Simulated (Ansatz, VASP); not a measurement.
Two plane-wave programs on MgSi3N

```
Mg Si N
1.0
     4.23817    0.00000    0.00000
     0.00000    4.23817    0.00000
     0.00000    0.00000    4.00291
Mg Si N
1 3 1
Cartesian
  0.0000 0.0000 3.9689
  0.0000 2.1191 1.9196
  2.1191 0.0000 1.9196
  2.1191 2.1191 0.5282
  2.1191 2.1191 2.7621
```

Change from the starting cell: species swapped into the PrBPt3 type (P4mm, No. 99).

Alike in both runs: task relaxation of cell and atoms; functional PBE; k mesh 10 × 10 × 10; occupations gaussian, width 0.1 eV; no spin polarisation.

|  | VASP | Ansatz |
| --- | --- | --- |
| version | VASP 6.6.1 | Ansatz 0.2.0 |
| potentials or method | VASP PAW PBE potentials, release 64 (Mg, Si, N), cutoff 600 eV | scalar-relativistic, plane waves, PAW |
| valence electrons in the cell | 19 | 27 |

```csv
,VASP,Ansatz,Ansatz less VASP
"gap on the k mesh at the Fermi level, each at its own relaxed structure (eV)",none,none,-
relaxed volume (Å³/atom),14.31,14.34,+0.033
relaxed cell length with the largest relative difference (Å),4.194,4.198,+0.0044
```

A gap of «none» marks a metal or a gap that the smearing closes. VASP's potentials hold 19 valence electrons a cell and Ansatz's 27, so a difference there can come from the potentials and not from the codes.
